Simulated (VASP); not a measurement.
Here is a VASP 6.6.1 calculation.

File INCAR:

```
SYSTEM = GaN
PREC = Accurate ; ENCUT = 520
EDIFF = 1E-6 ; ISMEAR = -1
SIGMA = 0.05 ; LREAL = .False.
LASPH = .True. ; NELM = 60
ALGO = Normal ; ISIF = 2
LWAVE = .False. ; LCHARG = .False.
GGA = PE ; NBANDS = 26
```

KPOINTS

```
Automatic mesh
0
Gamma
  14 14 8
  0 0 0
```

The input POSCAR:

```
GaN
1.0
    2.5943193727      0.0000000000      0.0000000000
   -1.2971596864      2.2467464823      0.0000000000
    0.0000000000      0.0000000000      4.6841333003
Ga N
2 2
Direct
    0.3333333333      0.6666666667      0.0146854981
    0.6666666667      0.3333333333      0.5146854981
    0.3333333333      0.6666666667      0.3613145019
    0.6666666667      0.3333333333      0.8613145019
```

Potentials or basis: VASP PAW PBE potentials, release 64 (Ga_d, N).

Run with:

```console
$ cat potpaw_PBE.64/Ga_d/POTCAR potpaw_PBE.64/N/POTCAR > POTCAR
$ mpirun -np 1 vasp_std > vasp.out
```

(1) Predict the pressure.

(2) What does it give for the band gap on the k mesh?

(3) What does it give for the largest force?

## Answers

(1) 287.6 GPa.

(2) 2.88 eV, indirect (least direct gap 4.16 eV).

(3) 0.020 eV/Å.
